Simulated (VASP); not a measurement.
# InSe (P-6m2) in VASP: single point with PBE

Aim: the single point of InSe with PBE.

Everything below comes from runs of VASP 6.6.1. Logs are shortened: lines on timing, memory, paths and dates and some standing lists are left out, and cuts for length are marked.

## (1) The cell of the first run

Symmetry: P-6m2, No. 187, hexagonal system. The conventional cell has a = 4.090 Å, b = 4.090 Å, c = 18.403 Å, α = 90.00°, β = 90.00°, γ = 120.00°. In (site symmetry 3m) has 3 Se at 2.68 Å and 1 In at 2.83 Å within 3.5 Å. Within 3.5 Å of In (site symmetry 3m) lie 3 Se at 2.65 Å and 1 In at 2.66 Å. Within 3.5 Å of Se (site symmetry 3m) lie 3 In at 2.65 Å. Within 3.5 Å of Se (site symmetry 3m) lie 3 In at 2.68 Å.

## (2) Single point, PBE (atoms displaced along a vibrational mode)

Contents of INCAR:

```
SYSTEM = InSe
ALGO     = Normal         ! electronic algorithm
EDIFF    = 1E-6           ! SCF threshold, eV
ENCUT    = 520            ! plane-wave cutoff, eV
GGA      = PE             ! functional
ISIF     = 2              ! what is computed and relaxed
ISMEAR   = 0              ! smearing method
LASPH    = .True.         ! aspherical terms in the spheres
LCHARG   = .True.         ! write CHGCAR
LELF     = .True.         ! ELF
LREAL    = .False.        ! projectors in reciprocal space
LVHAR    = .True.       
LWAVE    = .False.        ! write WAVECAR
NBANDS   = 48             ! bands
NELM     = 100            ! most SCF steps
PREC     = Accurate       ! precision mode
SIGMA    = 0.05           ! smearing width, eV
```

Contents of KPOINTS:

```
k-points
0
Gamma
  12 12 2
  0 0 0
```

Contents of POSCAR:

```
InSe
1.0
    4.0896281733      0.0000000000      0.0000000000
   -2.0448140866      3.5417218901      0.0000000000
    0.0000000000      0.0000000000     18.4030146391
In Se
4 4
Direct
    0.3333333333      0.6666666667      0.1732378137
    0.6666666667      0.3333333333      0.6777053709
    0.3333333333      0.6666666667      0.3267621863
    0.6666666667      0.3333333333      0.8222946291
    0.3333333333      0.6666666667      0.6123203467
    0.6666666667      0.3333333333      0.1041573763
    0.3333333333      0.6666666667      0.8876796533
    0.6666666667      0.3333333333      0.3958426237
```

Potentials or basis: VASP PAW PBE potentials, release 64 (In_d, Se).

Run with:

```console
$ cat potpaw_PBE.64/In_d/POTCAR potpaw_PBE.64/Se/POTCAR > POTCAR
$ mpirun -np 1 vasp_std > vasp.out
```

OUTCAR:

```text
SYSTEM = InSe
   EDIFF = 1E-6
   ENCUT = 520
   GGA = PE
   ISIF = 2
   ISMEAR = 0
   LASPH = .True.
   LREAL = .False.
   NELM = 100
   PREC = Accurate

 ion  position               nearest neighbor table
   1  0.333  0.667  0.173-   6 2.68   6 2.68   6 2.68   3 2.83
   2  0.667  0.333  0.678-   5 2.65   5 2.65   5 2.65   4 2.66
   3  0.333  0.667  0.327-   8 2.68   8 2.68   8 2.68   1 2.83
   4  0.667  0.333  0.822-   7 2.65   7 2.65   7 2.65   2 2.66
   5  0.333  0.667  0.612-   2 2.65   2 2.65   2 2.65
   6  0.667  0.333  0.104-   1 2.68   1 2.68   1 2.68
   7  0.333  0.667  0.888-   4 2.65   4 2.65   4 2.65
   8  0.667  0.333  0.396-   3 2.68   3 2.68   3 2.68

  LATTYP: Found a hexagonal cell.
 ALAT       =     4.0896281733
 C/A-ratio  =     4.4999236750

  Lattice vectors:

 A1 = (   4.0896281733,   0.0000000000,   0.0000000000)
 A2 = (  -2.0448140866,   3.5417218901,   0.0000000000)
 A3 = (   0.0000000000,   0.0000000000,  18.4030146391)

Analysis of symmetry for initial positions (statically):
=====================================================================
 Subroutine PRICEL returns:
 Original cell was already a primitive cell.

 Routine SETGRP: Setting up the symmetry group for a
 hexagonal supercell.

 Subroutine GETGRP returns: Found 12 space group operations
 (whereof  6 operations were pure point group operations)
 out of a pool of 24 trial point group operations.

The static configuration has the point symmetry C_3v.
 The point group associated with its full space group is D_3h.

Analysis of symmetry for dynamics (positions and initial velocities):
=====================================================================
 Subroutine PRICEL returns:
 Original cell was already a primitive cell.

 Routine SETGRP: Setting up the symmetry group for a
 hexagonal supercell.

 Subroutine GETGRP returns: Found 12 space group operations
 (whereof  6 operations were pure point group operations)
 out of a pool of 24 trial point group operations.

The dynamic configuration has the point symmetry C_3v.
 The point group associated with its full space group is D_3h.

 Subroutine INISYM returns: Found 12 space group operations
 (whereof  6 operations are pure point group operations),
 and found     1 'primitive' translations

----------------------------------------------------------------------------------------

                                     Primitive cell

  volume of cell :     266.5553

  direct lattice vectors                    reciprocal lattice vectors
     4.089628173  0.000000000  0.000000000     0.244521007  0.141174269  0.000000000
    -2.044814087  3.541721890  0.000000000     0.000000000  0.282348539  0.000000000
     0.000000000  0.000000000 18.403014639     0.000000000  0.000000000  0.054338923

  length of vectors
     4.089628173  4.089628173 18.403014639     0.282348539  0.282348539  0.054338923

  position of ions in fractional coordinates (direct lattice)
     0.333333333  0.666666667  0.173237814
     0.666666667  0.333333333  0.677705371
     0.333333333  0.666666667  0.326762186
     0.666666667  0.333333333  0.822294629
     0.333333333  0.666666667  0.612320347
     0.666666667  0.333333333  0.104157376
     0.333333333  0.666666667  0.887679653
     0.666666667  0.333333333  0.395842624

  ion indices of the primitive-cell ions
   primitive index   ion index
                 1           1
                 2           2
                 3           3
                 4           4
                 5           5
                 6           6
                 7           7
                 8           8

----------------------------------------------------------------------------------------

 KPOINTS: k-points

Automatic generation of k-mesh.
 Grid dimensions read from file:
 generate k-points for:   12   12    2

 Generating k-lattice:

  Cartesian coordinates                     Fractional coordinates (reciprocal lattice)
     0.020376751  0.011764522  0.000000000     0.083333333  0.000000000  0.000000000
     0.000000000  0.023529045  0.000000000     0.000000000  0.083333333  0.000000000
     0.000000000  0.000000000  0.027169462     0.000000000  0.000000000  0.500000000

  Length of vectors
     0.023529045  0.023529045  0.027169462

  Shift w.r.t. Gamma in fractional coordinates (k-lattice)
     0.000000000  0.000000000  0.000000000

 Subroutine IBZKPT returns following result:
 ===========================================

 Found     38 irreducible k-points:

 Following reciprocal coordinates:
            Coordinates               Weight
  0.000000  0.000000  0.000000      1.000000
  0.083333  0.000000  0.000000      6.000000
  0.166667  0.000000  0.000000      6.000000
  0.250000 -0.000000  0.000000      6.000000
  0.333333  0.000000  0.000000      6.000000
  0.416667  0.000000  0.000000      6.000000
[... 16 lines left out ...]
  0.250000 -0.000000  0.500000      6.000000
  0.333333  0.000000  0.500000      6.000000
 [... further k-points ...]
   k-points           NKPTS =     38   k-points in BZ     NKDIM =     38   number of bands    NBANDS=     48
   number of dos      NEDOS =    301   number of ions     NIONS =      8
   total plane-waves  NPLWV = 126000
   dimension x,y,z NGX =    30 NGY =   30 NGZ =  140
   dimension x,y,z NGXF=    60 NGYF=   60 NGZF=  280
   ions per type =               4   4
   NGX,Y,Z   is equivalent  to a cutoff of  12.20, 12.20, 12.65 a.u.
   NGXF,Y,Z  is equivalent  to a cutoff of  24.39, 24.39, 25.29 a.u.
 SYSTEM =  InSe
   PREC   = accura    normal or accurate (medium, high low for compatibility)
   ISTART =      0    job   : 0-new  1-cont  2-samecut
   ICHARG =      2    charge: 1-file 2-atom 10-const
   ISPIN  =      1    spin polarized calculation?
   LNONCOLLINEAR =      F non collinear calculations
   LSORBIT =      F    spin-orbit coupling
   LASPH  =      T    aspherical Exc in radial PAW
   ENCUT  =  520.0 eV  38.22 Ry    6.18 a.u.   7.60  7.60 34.22*2*pi/ulx,y,z
   NELM   =    100;   NELMIN=  2; NELMDL= -5     # of ELM steps
   EDIFF  = 0.1E-05   stopping-criterion for ELM
   LREAL  =      F    real-space projection
   EDIFFG = 0.1E-04   stopping-criterion for IOM
   NSW    =      0    number of steps for IOM
   IBRION =     -1    ionic relax: 0-MD 1-quasi-New 2-CG
   NFREE  =      0    steps in history (QN), initial steepest desc. (CG)
   ISIF   =      2    stress and relaxation
   ISYM   =      2    0-nonsym 1-usesym 2-fastsym
   POTIM  = 0.5000    time-step for ionic-motion
   TEBEG  =    0.0;   TEEND  =   0.0 temperature during run
   PSTRESS=    0.0 pullay stress
   NELECT =      76.0000    total number of electrons
   NUPDOWN=      -1.0000    fix difference up-down
   EMIN   =  10.00;   EMAX   =-10.00  energy-range for DOS
   EFERMI =   0.00;   METHOD = LEGACY
   ISMEAR =     0;   SIGMA  =   0.05  broadening in eV -4-tet -1-fermi 0-gaus
   EFERMI_NEDOS =   21; number of points for ismear=-14 and -15
   IALGO  =     38    algorithm
   IMIX   =      4    mixing-type and parameters
     AMIX     =   0.40;   BMIX     =  1.00
     AMIX_MAG =   1.60;   BMIX_MAG =  1.00
  volume/ion in A,a.u.               =      33.32       224.85
  Fermi-wavevector in a.u.,A,eV,Ry     =   1.077499  2.036178 15.796425  1.161004
  Thomas-Fermi vector in A             =   2.213413
   LORBIT       =      0    0 simple, 1 ext, 2 COOP (PROOUT), +10 PAW based schemes
   GGA     = PE    functional components
   LHFCALC =     F    Hartree Fock is set to
   AEXX    =    0.0000 exact exchange contribution
   IVDW    =     0    specifies the selected vdW correction
   LEPSILON=     F    determine dielectric tensor
   LRPA    =     F    only Hartree local field effects (RPA)
 non-spin polarized calculation
 Gauss-broadening in eV      SIGMA  =   0.05
  energy-cutoff  :      520.00
  volume of cell :      266.56
 maximum number of plane-waves:      7251
   NGX = 15   NGY = 15   NGZ = 69

 number of electron      76.0000025 magnetization

 Free energy of the ion-electron system (eV)
  ---------------------------------------------------
  ext. energy  EPLUGINS =         0.00000000
  ---------------------------------------------------
  free energy    TOTEN  =       -28.33949952 eV

  energy without entropy =      -28.33949952  energy(sigma->0) =      -28.33949952

 E-fermi :   2.8973     XC(G=0):  -8.1777

 val. band max:        2.6466222118   @ k =   0.0000   0.0000   0.0000
 cond. band min:       3.3720043009   @ k =   0.0000   0.0000   0.0000
 fundamental gap:      0.7253820892
 Fermi energy:         2.8972952693

 k-point     1 :       0.0000    0.0000    0.0000
  band No.  band energies     occupation
      1     -12.0166      2.00000
      2     -11.7897      2.00000
      3     -11.7388      2.00000
      4     -11.7388      2.00000
      5     -11.6192      2.00000
      6     -11.6192      2.00000
[... 40 lines left out ...]
     47       8.3316      0.00000
     48       8.3336      0.00000

 k-point     2 :       0.0833    0.0000    0.0000
  band No.  band energies     occupation
      1     -12.0148      2.00000
      2     -11.7893      2.00000
      3     -11.7596      2.00000
      4     -11.7388      2.00000
      5     -11.6390      2.00000
      6     -11.6189      2.00000
[... 40 lines left out ...]
     47       7.9880      0.00000
     48       8.1409      0.00000

 k-point     3 :       0.1667    0.0000    0.0000
  band No.  band energies     occupation
      1     -12.0106      2.00000
      2     -11.8120      2.00000
      3     -11.7913      2.00000
      4     -11.7394      2.00000
      5     -11.6844      2.00000
      6     -11.6836      2.00000
[... 1060 lines left out ...]
     47       7.3475      0.00000
     48       7.4363      0.00000

 k-point    24 :       0.3333    0.0000    0.5000
  band No.  band energies     occupation
      1     -12.0083      2.00000
      2     -11.9205      2.00000
      3     -11.8433      2.00000
      4     -11.8137      2.00000
      5     -11.7425      2.00000
      6     -11.7411      2.00000
[... 40 lines left out ...]
     47       7.4051      0.00000
     48       7.4476      0.00000

 [... further k-points ...]

------------------------ aborting loop because EDIFF is reached ----------------------------------------

  FORCE on cell =-STRESS in cart. coord.  units (eV):
  Direction    XX          YY          ZZ          XY          YZ          ZX
  --------------------------------------------------------------------------------------
  -------------------------------------------------------------------------------------
  Total        0.9614762      0.9614762      3.9301487      0.0000000      0.0000000      0.0000000
  in kB        5.7791223      5.7791223     23.6228511      0.0000000      0.0000000      0.0000000
  external PRESSURE =      11.7270319 kB  Pullay stress =       0.0000000 kB

 VOLUME and BASIS-vectors are now :
 -----------------------------------------------------------------------------
  energy-cutoff  :      520.00
  volume of cell :      266.56
      direct lattice vectors                 reciprocal lattice vectors
     4.089628173  0.000000000  0.000000000     0.244521007  0.141174269  0.000000000
    -2.044814087  3.541721890  0.000000000     0.000000000  0.282348539  0.000000000
     0.000000000  0.000000000 18.403014639     0.000000000  0.000000000  0.054338923

 POSITION                                       TOTAL-FORCE (eV/Angst)
 -----------------------------------------------------------------------------------
     -0.00000      2.36115      3.18810        -0.000000      0.000000      0.012012
      2.04481      1.18057     12.47182         0.000000     -0.000000     -0.583043
     -0.00000      2.36115      6.01341        -0.000000     -0.000000     -0.012012
      2.04481      1.18057     15.13270         0.000000     -0.000000      0.583043
     -0.00000      2.36115     11.26854         0.000000      0.000000     -0.468079
      2.04481      1.18057      1.91681         0.000000      0.000000     -0.016594
     -0.00000      2.36115     16.33598         0.000000      0.000000      0.468079
      2.04481      1.18057      7.28470        -0.000000      0.000000      0.016594
 -----------------------------------------------------------------------------------
    total drift:                                0.000000     -0.000000      0.000000

  FREE ENERGIE OF THE ION-ELECTRON SYSTEM (eV)
  ---------------------------------------------------
  free  energy   TOTEN  =       -28.3394995224 eV

  energy  without entropy=      -28.3394995224  energy(sigma->0) =      -28.33949952
```

It took 7.5 min on 1 thread of AMD EPYC 7R13, shared host; peak memory 0.54 GiB.

What came out:

* Free energy: -28.3395 eV
* Pressure: 1.2 GPa
* Largest force: 0.583 eV/Å
* Band gap on the k mesh: 0.73 eV

Forces on the atoms (eV/Å):
```
In   0.000  0.000  0.012
In   0.000  0.000 -0.583
In   0.000  0.000 -0.012
In   0.000  0.000  0.583
Se   0.000  0.000 -0.468
Se   0.000  0.000 -0.017
Se   0.000  0.000  0.468
Se   0.000  0.000  0.017
```

Levels at points of the mesh, in eV from the valence-band top:
| k point | band 36 | band 37 | band 38 | band 39 | band 40 | band 41 |
| --- | --- | --- | --- | --- | --- | --- |
| (0.00, 0.00, 0.00) | -0.92 | -0.76 | 0.00 | 0.73 | 1.35 | 2.22 |
| (0.50, 0.00, 0.00) | -1.78 | -1.42 | -1.22 | 1.70 | 1.72 | 2.00 |
| (0.00, 0.00, 0.50) | -0.92 | -0.48 | -0.40 | 1.10 | 1.11 | 2.22 |
| (0.50, 0.00, 0.50) | -1.81 | -1.33 | -1.30 | 1.76 | 1.84 | 1.86 |

Caveat: the cell differs from its parent crystal (atoms displaced along a vibrational mode); spin-orbit coupling is left out, which moves the levels of the heavy elements; this functional lacks dispersion, which binds the layers, so the pressure and a relaxed spacing across them are unreliable. A k mesh can miss the band edges.
